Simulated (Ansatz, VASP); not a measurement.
# HgTe: VASP beside Ansatz

File INCAR:

```
  ALGO = Normal
  EDIFF = 1E-8
  ENCUT = 520
  GGA = PE
  ISIF = 2
  ISMEAR = -1
  LASPH = True
  LCHARG = False
  LEFG = True
  LREAL = False
  LWAVE = False
  NBANDS = 16
  NELM = 80
  PREC = Accurate
  SIGMA = 0.03
```

Contents of KPOINTS:

```
k-points
0
Gamma
  11 11 11
```

The input POSCAR:

```
HgTe
1.0
    0.0000000000      3.2235000000      3.1912650000
    3.2235000000      0.0000000000      3.1912650000
    3.2235000000      3.2235000000      0.0000000000
Hg Te
1 1
Direct
    0.0000000000      0.0000000000      0.0000000000
    0.7500000000      0.7500000000      0.7500000000
```

Input for Ansatz:

```yaml
crystal:
  lattice:
    - [0.0, 3.2235, 3.191265]
    - [3.2235, 0.0, 3.191265]
    - [3.2235, 3.2235, 0.0]
  atoms:
    - { symbol: Hg, position: [0.0, 0.0, 0.0] }
    - { symbol: Te, position: [0.75, 0.75, 0.75] }
kpoints:
  mp_grid: { grid: [11, 11, 11] }
scf:
  occupations: { method: fermi_dirac, width: 0.03 }
hamiltonian:
  xc: pbe
  pseudopotentials: { kind: paw }
output:
  forces: true
  stress: true
  eigenvalues: true
  efg: { contact_densities: true }
```

Change from the starting cell: zz strain of -1 %, PAW files.

Alike in both runs: task electric field gradients; functional PBE; k mesh 11 × 11 × 11; occupations fermi-dirac, width 0.03 eV; no spin polarisation.

|  | VASP | Ansatz |
| --- | --- | --- |
| version | VASP 6.6.1 | Ansatz 0.2.0 |
| potentials or method | VASP PAW PBE potentials, release 64 (Hg, Te) | PAW with Ansatz's default frozen-core files, scalar-relativistic |
| plane-wave cutoff (eV) | 520 | 420 |
| valence electrons in the cell | 18 | 36 |

```tsv
	VASP	Ansatz	Ansatz less VASP
pressure (GPa)	4.7	4.6	-0.09
traceless stress, the component that is largest in VASP (GPa)	0.07	0.07	0.000
size of Vzz on the site where it differs most (V/Å²)	6.5	5.7	-0.88
```

VASP's potentials hold 18 valence electrons a cell and Ansatz's 36, so a difference there can come from the potentials and not from the codes.

Spin-orbit coupling is off throughout.
